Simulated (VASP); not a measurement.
# Ti4H in VASP: further runs

Runs on Ti4H. Level: PBEsol. Tasks: single point.

Everything below comes from runs of VASP 6.6.1. Logs are shortened: lines on timing, memory, paths and dates and some standing lists are left out, and cuts for length are marked.

### Step 1. The cell of the first run

The cell holds a slab with vacuum, 5 atoms: a = 2.868 Å, b = 2.868 Å, c = 25.084 Å, α = 90.00°, β = 90.00°, γ = 90.00°.

### Step 2. Single point, PBEsol

The input, INCAR:

```
SYSTEM = Ti4H
PREC = Accurate
ENCUT = 520
EDIFF = 1E-6
ISMEAR = 0
SIGMA = 0.1
LREAL = .False.
LASPH = .True.
NELM = 80
ALGO = Normal
ISIF = 2
LWAVE = .False.
LCHARG = .False.
LDIPOL = .True.
IDIPOL = 3
DIPOL = 0.5 0.5 0.499
GGA = PS
NBANDS = 32
```

The input, KPOINTS:

```
Automatic mesh
0
Gamma
  10 10 1
  0 0 0
```

The input, POSCAR:

```
Ti4H
1.0
    2.8679135955      0.0000000000      0.0000000000
    0.0000000000      2.8679135955      0.0000000000
    0.0000000000      0.0000000000     25.0837634538
Ti H
4 1
Direct
    0.5000000000      0.5000000000      0.3388646212
    0.0000000000      0.0000000000      0.4197105897
    0.5000000000      0.5000000000      0.5038583199
    0.0000000000      0.0000000000      0.5816675792
    0.0000000000      0.0000000000      0.6511338501
```

Potentials or basis: VASP PAW PBE potentials, release 64 (Ti_sv, H).

Command:

```sh
cat potpaw_PBE.64/Ti_sv/POTCAR potpaw_PBE.64/H/POTCAR > POTCAR
mpirun -np 1 vasp_std > vasp.out
```

OUTCAR:

```text
SYSTEM = Ti4H
   PREC = Accurate
   ENCUT = 520
   EDIFF = 1E-6
   ISMEAR = 0
   LREAL = .False.
   LASPH = .True.
   NELM = 80
   ISIF = 2
   GGA = PS

 ion  position               nearest neighbor table
   1  0.500  0.500  0.339-   2 2.87   2 2.87   2 2.87   2 2.87
   2  0.000  0.000  0.420-   1 2.87   1 2.87   1 2.87   1 2.87
   3  0.500  0.500  0.504-   4 2.81   4 2.81   4 2.81   4 2.81
   4  0.000  0.000  0.582-   5 1.74   3 2.81   3 2.81   3 2.81   3 2.81
   5  0.000  0.000  0.651-   4 1.74

  LATTYP: Found a simple tetragonal cell.
 ALAT       =     2.8679135955
 C/A-ratio  =     8.7463455988

  Lattice vectors:

 A1 = (   2.8679135955,   0.0000000000,   0.0000000000)
 A2 = (   0.0000000000,   2.8679135955,   0.0000000000)
 A3 = (   0.0000000000,   0.0000000000,  25.0837634538)

Analysis of symmetry for initial positions (statically):
=====================================================================
 Subroutine PRICEL returns:
 Original cell was already a primitive cell.

 Routine SETGRP: Setting up the symmetry group for a
 simple tetragonal supercell.

 Subroutine GETGRP returns: Found  8 space group operations
 (whereof  8 operations were pure point group operations)
 out of a pool of 16 trial point group operations.

The static configuration has the point symmetry C_4v.

Analysis of symmetry for dynamics (positions and initial velocities):
=====================================================================
 Subroutine PRICEL returns:
 Original cell was already a primitive cell.

 Routine SETGRP: Setting up the symmetry group for a
 simple tetragonal supercell.

 Subroutine GETGRP returns: Found  8 space group operations
 (whereof  8 operations were pure point group operations)
 out of a pool of 16 trial point group operations.

The dynamic configuration has the point symmetry C_4v.

 Subroutine INISYM returns: Found  8 space group operations
 (whereof  8 operations are pure point group operations),
 and found     1 'primitive' translations

----------------------------------------------------------------------------------------

                                     Primitive cell

  volume of cell :     206.3122

  direct lattice vectors                    reciprocal lattice vectors
     2.867913596  0.000000000  0.000000000     0.348685540  0.000000000  0.000000000
     0.000000000  2.867913596  0.000000000     0.000000000  0.348685540  0.000000000
[... 96 lines left out ...]
   TEBEG  =    0.0;   TEEND  =   0.0 temperature during run
   PSTRESS=    0.0 pullay stress
   NELECT =      49.0000    total number of electrons
   NUPDOWN=      -1.0000    fix difference up-down
   EMIN   =  10.00;   EMAX   =-10.00  energy-range for DOS
   EFERMI =   0.00;   METHOD = LEGACY
   ISMEAR =     0;   SIGMA  =   0.10  broadening in eV -4-tet -1-fermi 0-gaus
   EFERMI_NEDOS =   21; number of points for ismear=-14 and -15
   IALGO  =     38    algorithm
   IMIX   =      4    mixing-type and parameters
     AMIX     =   0.40;   BMIX     =  1.00
     AMIX_MAG =   1.60;   BMIX_MAG =  1.00
  volume/ion in A,a.u.               =      41.26       278.45
  Fermi-wavevector in a.u.,A,eV,Ry     =   1.013830  1.915861 13.984773  1.027852
  Thomas-Fermi vector in A             =   2.147022
   LORBIT       =      0    0 simple, 1 ext, 2 COOP (PROOUT), +10 PAW based schemes
   GGA     = PS    functional components
   LHFCALC =     F    Hartree Fock is set to
   AEXX    =    0.0000 exact exchange contribution
   IVDW    =     0    specifies the selected vdW correction
   LEPSILON=     F    determine dielectric tensor
   LRPA    =     F    only Hartree local field effects (RPA)
 non-spin polarized calculation
 Gauss-broadening in eV      SIGMA  =   0.10
  energy-cutoff  :      520.00
  volume of cell :      206.31
 maximum number of plane-waves:      5597
 NGX is ok and might be reduce to    24
   NGX = 11   NGY = 11   NGZ = 93

 dipolmoment           0.000000      0.000000     -0.223816 electrons x Angstroem

 number of electron      49.0000007 magnetization

 dipolmoment           0.000000      0.000000      0.128804 electrons x Angstroem

 Free energy of the ion-electron system (eV)
  ---------------------------------------------------
  ext. energy  EPLUGINS =         0.00000000
  ---------------------------------------------------
  free energy    TOTEN  =       -34.08327868 eV

  energy without entropy =      -34.04053630  energy(sigma->0) =      -34.06190749

 E-fermi :  -0.8962     XC(G=0):  -4.8643

 val. band max:       -0.9125634052   @ k =   0.0000   0.0000   0.0000
 cond. band min:      -0.8788189785   @ k =   0.1000   0.0000   0.0000
 fundamental gap:      0.0337444268
 Fermi energy:        -0.8961843337

 k-point     1 :       0.0000    0.0000    0.0000
  band No.  band energies     occupation
      1     -57.5321      2.00000
      2     -57.2813      2.00000
      3     -57.2430      2.00000
      4     -57.1162      2.00000
      5     -34.0413      2.00000
      6     -33.7357      2.00000
[... 724 lines left out ...]
     31       2.0638      0.00000
     32       2.3945      0.00000

------------------------ aborting loop because EDIFF is reached ----------------------------------------

 vacuum level on the upper side and lower side of the slab       (xc-potential included)         1.261        -1.438

  FORCE on cell =-STRESS in cart. coord.  units (eV):
  Direction    XX          YY          ZZ          XY          YZ          ZX
  --------------------------------------------------------------------------------------
  -------------------------------------------------------------------------------------
  Total       -2.3657921     -2.3657921     -1.4922987      0.0000000      0.0000000      0.0000000
  in kB      -18.3722496    -18.3722496    -11.5888812      0.0000000      0.0000000      0.0000000
  external PRESSURE =     -16.1111268 kB  Pullay stress =       0.0000000 kB

 VOLUME and BASIS-vectors are now :
 -----------------------------------------------------------------------------
  energy-cutoff  :      520.00
  volume of cell :      206.31
      direct lattice vectors                 reciprocal lattice vectors
     2.867913596  0.000000000  0.000000000     0.348685540  0.000000000  0.000000000
     0.000000000  2.867913596  0.000000000     0.000000000  0.348685540  0.000000000
     0.000000000  0.000000000 25.083763454     0.000000000  0.000000000  0.039866426

 POSITION                                       TOTAL-FORCE (eV/Angst)
 -----------------------------------------------------------------------------------
      1.43396      1.43396      8.50000         0.000000     -0.000000      0.694784
      0.00000      0.00000     10.52792         0.000000      0.000000     -0.686580
      1.43396      1.43396     12.63866        -0.000000      0.000000      0.004447
      0.00000      0.00000     14.59041         0.000000      0.000000     -0.004821
      0.00000      0.00000     16.33289         0.000000      0.000000     -0.007829
 -----------------------------------------------------------------------------------
    total drift:                                0.000000     -0.000000      0.000687

  FREE ENERGIE OF THE ION-ELECTRON SYSTEM (eV)
  ---------------------------------------------------
  free  energy   TOTEN  =       -34.0832786835 eV

  energy  without entropy=      -34.0405363003  energy(sigma->0) =      -34.06190749

 vacuum level on the upper side and lower side of the slab         6.005         3.257
```

Run time: 4 min. Hardware: 1 thread of Intel Xeon Platinum 8259CL at 2.50GHz (Skylake/Cascade Lake), shared host; peak memory 0.37 GiB.

What came out:

```
Free energy            : -34.0833 eV
Largest force          : 0.695 eV/Å
Band gap on the k mesh : zero (an odd number of electrons rules out a gap without spin polarisation)
```

Forces on the atoms (eV/Å):
```
Ti   0.000  0.000  0.695
Ti   0.000  0.000 -0.687
Ti   0.000  0.000  0.004
Ti   0.000  0.000 -0.005
H    0.000  0.000 -0.008
```

Caveat: the PAW data sets were made with another functional, which shifts forces and pressure a little.

### Step 3. Single point, PBEsol

The input, INCAR:

```
SYSTEM = Ti4H
  PREC = Accurate
  ENCUT = 520
  EDIFF = 1E-6
  ISMEAR = 0
  SIGMA = 0.1
  LREAL = .FALSE.
  LASPH = .TRUE.
  NELM = 60
  ALGO = Normal
  ISIF = 2
  LWAVE = .FALSE.
  LCHARG = .TRUE.
  LDIPOL = .TRUE.
  IDIPOL = 3
  DIPOL = 0.5 0.5 0.484
  GGA = PS
  LELF = .TRUE.
  LVHAR = .TRUE.
  LVACPOTAV = .TRUE.
  NBANDS = 32
```

The input, KPOINTS:

```
regular mesh
0
G
  10 10 1
  0 0 0
```

The input, POSCAR:

```
Ti4H
1.0
    2.8679135955      0.0000000000      0.0000000000
    0.0000000000      2.8679135955      0.0000000000
    0.0000000000      0.0000000000     25.0837634538
Ti H
4 1
Direct
    0.5000000000      0.5000000000      0.3388646212
    0.0000000000      0.0000000000      0.4197105897
    0.5000000000      0.5000000000      0.5008077360
    0.0000000000      0.0000000000      0.5795233686
    0.5000000000      0.5000000000      0.5818247638
```

Potentials or basis: VASP PAW PBE potentials, release 64 (Ti_sv, H).

Command:

```sh
cat potpaw_PBE.64/Ti_sv/POTCAR potpaw_PBE.64/H/POTCAR > POTCAR
mpirun -np 1 vasp_std > vasp.out
```

Run time: 3.8 min. Hardware: 1 thread of Intel Xeon Platinum 8259CL at 2.50GHz (Skylake/Cascade Lake), shared host; peak memory 0.37 GiB.

The run converged. Its results:

* Free energy: -35.5469 eV
* Largest force: 0.559 eV/Å
* Band gap on the k mesh: zero (an odd number of electrons rules out a gap without spin polarisation)

Forces on the atoms (eV/Å):
```
Ti   0.000  0.000  0.553
Ti   0.000  0.000 -0.559
Ti   0.000  0.000 -0.025
Ti   0.000  0.000  0.000
H    0.000  0.000  0.031
```

Levels at points of the mesh, in eV from the Fermi level:
```tsv
k point	band 21	band 22	band 23	band 24	band 25	band 26	band 27	band 28
(0.00, 0.00, 0.00)	-1.74	-1.19	-0.30	-0.18	0.01	0.57	1.04	1.04
(0.50, 0.00, 0.00)	-1.70	-0.31	-0.30	-0.04	0.08	0.51	0.57	0.60
(0.50, 0.50, 0.00)	-1.62	-1.62	-0.83	-0.83	0.54	0.54	2.13	2.24
```

Caveat: the PAW data sets were made with another functional, which shifts forces and pressure a little.

The gap in the log of VASP goes by the Fermi energy; the results here count the filled bands.